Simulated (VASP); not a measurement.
Al4B3P: single point with PBE

The system is Al4B3P.

```xyz
8
Lattice="4.5653 0.0000 0.0000 -2.2826 3.9536 0.0000 0.0000 0.0000 5.9299" Properties=species:S:1:pos:R:3 pbc="T T T"
Al    0.0000    2.6358    1.6148
Al    0.0000    2.6358    4.3152
Al    2.2826    1.3179    4.3152
Al    2.2826    1.3179    1.6148
B     3.5890    0.0000    2.9650
B    -1.7945    3.1082    2.9650
B     0.4881    0.8455    2.9650
P     0.0000    0.0000    0.0000
```

```json
{"Program": "VASP 6.6.1", "Task": "single point", "Functional": "PBE", "Potentials or basis": "VASP PAW PBE potentials, release 64 (Al, B, P)", "Cutoff": "500 eV", "k mesh": "4 × 4 × 3", "Occupations": "gaussian, width 0.2 eV", "Spin": "no spin polarisation"}
```

| Quantity | Value |
| --- | --- |
| Pressure | -0.2 GPa |
| Largest force | 0.044 eV/Å |
| Band gap on the k mesh | zero (band 13 reaches 8.21 eV, above the bottom of band 14 at 6.61 eV) |

Forces on the atoms (eV/Å):
```
Al   0.000  0.000  0.040
Al   0.000  0.000 -0.040
Al   0.000  0.000 -0.040
Al   0.000  0.000  0.040
B    0.044  0.000  0.000
B   -0.022  0.038  0.000
B   -0.022 -0.038  0.000
P    0.000  0.000  0.000
```

Stress tensor (GPa, compression positive):
```
 0.02  0.00  0.00
 0.00  0.02  0.00
 0.00  0.00 -0.75
```

Levels at points of the mesh, in eV from the Fermi level:
```tsv
k point	band 10	band 11	band 12	band 13	band 14	band 15	band 16	band 17
(0.00, 0.00, 0.00)	-2.24	-1.49	-1.49	-0.22	-0.22	0.51	1.22	1.58
(0.50, 0.00, 0.00)	-1.74	-1.60	-1.36	-0.25	-0.10	1.45	2.92	3.09
```

Wall time 24 s on 1 thread of Intel(R) Xeon(R) Platinum 8259CL CPU @ 2.50GHz (Skylake/Cascade Lake), on a shared host, peak memory 0.23 GiB.

Caveat: the k points lie up to 0.40 Å⁻¹ apart.
